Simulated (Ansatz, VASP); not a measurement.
One calculation of Au, two programs

File POSCAR:

```
Au
1.0
    2.8243434080      0.0000000000      0.0000000000
    0.0000000000      2.8243434080      0.0000000000
    0.0000000000      0.0000000000      2.8243434080
Au
1
Direct
    0.0000000000      0.0000000000      0.0000000000
```

File INCAR.step1:

```
PREC = Accurate ; ENCUT = 520
ISMEAR = -1 ; SIGMA = 0.1
LREAL = False ; LASPH = True
NELM = 100 ; NBANDS = 12
GGA = PE ; ALGO = Normal
EDIFF = 1E-4 ; LWAVE = True
LCHARG = False
```

Contents of INCAR.step2:

```
PREC = Accurate ; ENCUT = 520
EDIFF = 1E-6 ; ISMEAR = -1
SIGMA = 0.1 ; LREAL = False
LASPH = True ; NELM = 100
ALGO = Normal ; ISIF = 2
LWAVE = False ; LCHARG = False
METAGGA = R2SCAN ; LMIXTAU = True
NBANDS = 12 ; ISTART = 1
```

Contents of KPOINTS:

```
Automatic mesh
0
Gamma
  13 13 13
```

Input for Ansatz:

```yaml
crystal:
  lattice:
    - [2.824343408, 0.0, 0.0]
    - [0.0, 2.824343408, 0.0]
    - [0.0, 0.0, 2.824343408]
  atoms:
    - { symbol: Au, position: [0.0, 0.0, 0.0] }
hamiltonian:
  xc: r2scan
  pseudopotentials:
    kind: paw
    azcp:
      Au: "pseudopotentials/Au.paw.azcp"
basis:
  ecutwfc: 500
  fft_grid_basis: typed
kpoints:
  mp_grid: { grid: [13, 13, 13], shift: [0, 0, 0] }
magnetization:
  spin_polarized: false
scf:
  occupations: { method: fermi_dirac, width: 0.1 }
  lower_state_search: "off"
output:
  stress: true
```

Alike in both runs: task single point; functional r2SCAN; k mesh 13 × 13 × 13; occupations fermi-dirac, width 0.1 eV; no spin polarisation.

```csv
,VASP,Ansatz
version,VASP 6.6.1,Ansatz 0.2.0
potentials or method,"VASP PAW PBE potentials, release 64 (Au), cutoff 520 eV","plane waves (500 eV) with PAW, scalar-relativistic"
valence electrons in the cell,11,19
```

Ansatz gave:

| Quantity | Value |
| --- | --- |
| pressure (GPa) | -10.0 |

Which values does VASP return?

Pressure (GPa): -9.9.

VASP's potentials were made for PBE, not for r2SCAN. The functional is the same, so the differences come from potentials, cutoffs and numerics. VASP's potentials hold 11 valence electrons a cell and Ansatz's 19, so a difference there can come from the potentials and not from the codes.

Spin-orbit coupling is off throughout.
